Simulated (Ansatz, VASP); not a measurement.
# AlIn2Sb3: VASP beside Ansatz

File INCAR:

```
ALGO = Normal
EDIFF = 1E-6
ENCUT = 520
GGA = PE
ISIF = 2
ISMEAR = 0
LASPH = T
LCHARG = F
LREAL = F
LWAVE = F
NBANDS = 31
NELM = 80
PREC = Accurate
SIGMA = 0.1
```

File KPOINTS:

```
k-points
0
Gamma
  6 6 2
```

The input POSCAR:

```
AlIn2Sb3
1.0
    4.5268220700      0.0000000000      0.0000000000
   -2.2634110300      3.9203429100      0.0000000000
    0.0000000000      0.0000000000      8.4601908000
Al In Sb
1 2 3
Direct
    0.0000000000      0.0000000000      0.0000000000
    0.6666666700      0.3333333300      0.2480740000
    0.6666666700      0.3333333300      0.7519260000
    0.0000000000      0.0000000000      0.5000000000
    0.3333333300      0.6666666700      0.0000000000
    0.3333333300      0.6666666700      0.5000000000
```

Input for Ansatz:

```yaml
crystal:
  lattice:
    - [4.52682207, 0.0, 0.0]
    - [-2.26341103, 3.92034291, 0.0]
    - [0.0, 0.0, 8.4601908]
  atoms:
    - { symbol: Al, position: [0.0, 0.0, 0.0] }
    - { symbol: In, position: [0.66666667, 0.33333333, 0.248074] }
    - { symbol: In, position: [0.66666667, 0.33333333, 0.751926] }
    - { symbol: Sb, position: [0.0, 0.0, 0.5] }
    - { symbol: Sb, position: [0.33333333, 0.66666667, 0.0] }
    - { symbol: Sb, position: [0.33333333, 0.66666667, 0.5] }
basis:
  ecutwfc: 420
kpoints:
  mp_grid: { grid: [6, 6, 2] }
hamiltonian:
  xc: pbe
scf:
  occupations: { method: gaussian, width: 0.1 }
  lower_state_search: "off"
output:
  forces: true
  stress: true
  eigenvalues: true
```

Change from the starting cell: species swapped into the Ce2CuGe3 type (P-6m2, No. 187).

Alike in both runs: task single point; functional PBE; k mesh 6 × 6 × 2; occupations gaussian, width 0.1 eV; no spin polarisation.

|  | VASP | Ansatz |
| --- | --- | --- |
| version | VASP 6.6.1 | Ansatz 0.2.0 |
| potentials or method | VASP PAW PBE potentials, release 64 (Al, In_d, Sb), cutoff 520 eV | scalar-relativistic, plane waves, PAW |
| valence electrons in the cell | 44 | 74 |

```csv
,VASP,Ansatz,Ansatz less VASP
gap on the k mesh at the Fermi level (eV),none,none,-
pressure (GPa),14.2,14.0,-0.20
"traceless stress, the component that is largest in VASP (GPa)",-10.07,-9.84,+0.229
rms of the force components (eV/Å),0.035,0.034,-0.0011
```

Atom by atom the forces differ by 0.001 eV/Å (rms over components). A gap of «none» marks a metal or a gap that the smearing closes. The functional is the same, so the differences come from potentials, cutoffs and numerics. VASP's potentials hold 44 valence electrons a cell and Ansatz's 74, so a difference there can come from the potentials and not from the codes.

The k mesh is coarse, so the values compare programs but aren't converged. Neither program's run includes spin-orbit coupling.
